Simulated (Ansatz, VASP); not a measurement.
# One calculation of SiC, two programs

```
Si C
1.0
     3.07600    0.00000    0.00000
    -1.53800    2.66389    0.00000
     0.00000    0.00000    5.04800
Si C
2 2
Direct
  0.34741 0.69482 0.00000
  0.65259 0.30518 0.50000
  0.32067 0.64133 0.38500
  0.67933 0.35867 0.88500
```

Change from the starting cell: mode 4 (274.0 1/cm) frozen in, largest displacement +0.075 Å.

Alike in both runs: task single point; functional r2SCAN; k mesh 12 × 12 × 6; occupations gaussian, width 0.05 eV; no spin polarisation.

|  | VASP | Ansatz |
| --- | --- | --- |
| version | VASP 6.6.1 | Ansatz 0.2.0 |
| potentials or method | VASP PAW PBE potentials, release 64 (Si, C), cutoff 520 eV | scalar-relativistic, plane waves, PAW |
| valence electrons in the cell | 16 | 16 |

|  | VASP | Ansatz | Ansatz less VASP |
| --- | --- | --- | --- |
| gap on the k mesh at the Fermi level (eV) | 2.63 | 2.62 | -0.007 |
| least direct gap on the mesh (eV) | 4.64 | 4.63 | -0.009 |
| pressure (GPa) | -0.1 | 0.1 | +0.19 |
| traceless stress, the component that is largest in VASP (GPa) | -2.52 | -2.56 | -0.042 |
| rms of the force components (eV/Å) | 0.519 | 0.519 | +0.0005 |

VASP's potentials were made for PBE, not for r2SCAN. Atom by atom the forces differ by 0.001 eV/Å (rms over components).
